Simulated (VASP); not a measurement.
Crystal: SiO2.

```xyz
3
Lattice="0.0000 2.3095 2.3095 2.3095 0.0000 2.3095 2.3095 2.3095 0.0000" Properties=species:S:1:pos:R:3 pbc="T T T"
Si    0.0000    0.0000    0.0000
O     1.1547    1.1547    1.1547
O     3.4642    3.4642    3.4642
```

This cell differs from its parent crystal: strain +2.0%.

Base run:

| Item | Value |
| --- | --- |
| Program | VASP 6.6.1 |
| Functional | r2SCAN |
| Potentials or basis | VASP PAW PBE potentials, release 64 (Si, O) |
| Cutoff | 520 eV |
| k mesh | 10 × 10 × 10 |
| Occupations | gaussian, width 0.01 eV |
| Spin | no spin polarisation |

Its results: band gap on the k mesh 2.08 eV, indirect (least direct gap 2.57 eV); pressure -15.5 GPa.

The run is repeated on the same cell with these changes: functional from r2SCAN to PBE; occupations from gaussian, width 0.01 eV to fermi-dirac, width 0.02 eV. What comes out?

Band gap on the k mesh 1.43 eV, indirect (least direct gap 1.98 eV); pressure -5.9 GPa.

Caveats: the PAW data sets were made with another functional, which shifts forces and pressure a little (some runs).

A k mesh can miss the band edges.
